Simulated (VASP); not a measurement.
The system is CaCdC6N6.

```xyz
14
Lattice="0.0000 5.3810 5.3810 5.3810 0.0000 5.3810 5.3810 5.3810 0.0000" Properties=species:S:1:pos:R:3 pbc="T T T"
Ca    5.3810    5.3810    5.3810
Cd    0.0000    0.0000    0.0000
C     2.0010    5.3810    5.3810
C     5.3810    2.0010    5.3810
C     5.3810    5.3810    2.0010
C     8.7610    5.3810    5.3810
C     5.3810    8.7610    5.3810
C     5.3810    5.3810    8.7610
N     3.1710    5.3810    5.3810
N     5.3810    3.1710    5.3810
N     5.3810    5.3810    3.1710
N     7.5910    5.3810    5.3810
N     5.3810    7.5910    5.3810
N     5.3810    5.3810    7.5910
```

```yaml
Program: VASP 6.6.1
Task: relaxation of cell and atoms
Functional: PBE
Potentials_or_basis: VASP PAW PBE potentials, release 64 (Ca_sv, Cd, C, N)
Cutoff: 600 eV
k_mesh: 4 × 4 × 4
Occupations: gaussian, width 0.1 eV
Spin: collinear spin, ferromagnetic start
Starting_moments: "[0.0, 0.0, 1.0, 1.0, 1.0, 1.0, 1.0, 1.0, 1.0, 1.0, 1.0, 1.0, 1.0, 1.0] μB"
```

At the start: pressure 11.8 GPa; volume 22.26 Å³/atom.

Question: Where does the relaxation end?

Answer: Over 23 steps the energy falls by 255.5 meV/atom and the volume is 29.07 Å³/atom (+30.6 %); space group Fm-3m (No. 225, to 0.05 Å); moment 2.00 μB per cell.

Step by step:
| step | energy change (eV) | largest force (eV/Å) | pressure (GPa) | volume (Å³) |
| --- | --- | --- | --- | --- |
| 1 | 0.0000 | 4.0520 | 11.84 | 311.62 |
| 2 | 29.1678 | 60.6190 | 43.77 | 391.81 |
| 3 | -0.7129 | 6.6035 | 15.80 | 326.21 |
| 4 | -0.8130 | 4.8997 | 15.13 | 322.75 |
| 5 | -2.9899 | 2.4297 | 5.83 | 364.46 |
| 6 | -3.4971 | 1.2393 | 1.66 | 394.69 |
| 7 | -3.5335 | 0.8433 | 0.55 | 405.11 |
| 8 | -3.5339 | 0.7764 | 0.37 | 406.89 |
| 9 | -3.5397 | 0.7400 | -0.32 | 403.31 |
| 10 | -3.5467 | 0.2596 | -0.03 | 404.84 |
| 11 | -3.5503 | 0.2261 | 0.03 | 404.29 |
| 12 | -3.5584 | 0.1249 | 0.21 | 402.65 |
| 13 | -3.5620 | 0.1673 | 0.60 | 399.38 |
| 14 | -3.5627 | 0.1537 | 0.48 | 400.33 |
| 15 | -3.5647 | 0.3243 | 0.16 | 400.88 |
| 16 | -3.5649 | 0.2360 | 0.24 | 400.74 |
| 17 | -3.5682 | 0.1827 | 0.24 | 401.42 |
| 18 | -3.5740 | 0.0379 | 0.23 | 403.48 |
| 19 | -3.5746 | 0.0516 | 0.23 | 404.46 |
| 20 | -3.5752 | 0.1263 | 0.07 | 405.30 |
| 21 | -3.5752 | 0.1295 | 0.07 | 405.32 |
| 22 | -3.5756 | 0.1060 | 0.06 | 405.75 |
| 23 | -3.5763 | 0.0354 | 0.03 | 407.02 |

Final structure:
```
Ca Cd C N
1.0
     0.00000    5.88207    5.88207
     5.88207    0.00000    5.88207
     5.88207    5.88207    0.00000
Ca Cd C N
1 1 6 6
Direct
  0.50000 0.50000 0.50000
  0.00000 0.00000 0.00000
  0.80856 0.19144 0.19144
  0.19144 0.80856 0.19144
  0.19144 0.19144 0.80856
  0.19144 0.80856 0.80856
  0.80856 0.19144 0.80856
  0.80856 0.80856 0.19144
  0.70934 0.29066 0.29066
  0.29066 0.70934 0.29066
  0.29066 0.29066 0.70934
  0.29066 0.70934 0.70934
  0.70934 0.29066 0.70934
  0.70934 0.70934 0.29066
```

Caveat: the volume moved by over 15 % at a fixed basis, so the end points are rough.
